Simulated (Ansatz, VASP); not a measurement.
## Two plane-wave programs on V

```
V
1.0
     2.60429    0.00000    0.00000
    -1.30215    2.25538    0.00000
     0.00000    0.00000    4.72334
V
2
Cartesian
  0.0000 1.5036 1.1808
  1.3021 0.7518 3.5425
```

Alike in both runs: task single point; functional PBE; k mesh 10 × 10 × 5; occupations fermi-dirac, width 0.05 eV; collinear spin; fixed moment 4 μB.

```csv
,VASP,Ansatz
version,VASP 6.6.1,Ansatz 0.2.0
potentials or method,"VASP PAW PBE potentials, release 64 (V_sv)",Ansatz PAW
plane-wave cutoff (eV),520,420
valence electrons in the cell,26,26
```

Ansatz gave:

* pressure (GPa): 16.1
* traceless stress, the component that is largest in VASP (GPa): -17.82
* net moment per atom (μB): 2.00
* size of the moment on the site where the two differ most (μB): 1.60

Task: Estimate VASP's values.

Result: Pressure (GPa): 16.3; traceless stress, the component that is largest in VASP (GPa): -17.83; net moment per atom (μB): 2.00; size of the moment on the site where the two differ most (μB): 1.69.

Site moments also hang on the region over which each program counts them. With one functional, cell and mesh, what is left measures potentials, basis and numerics.
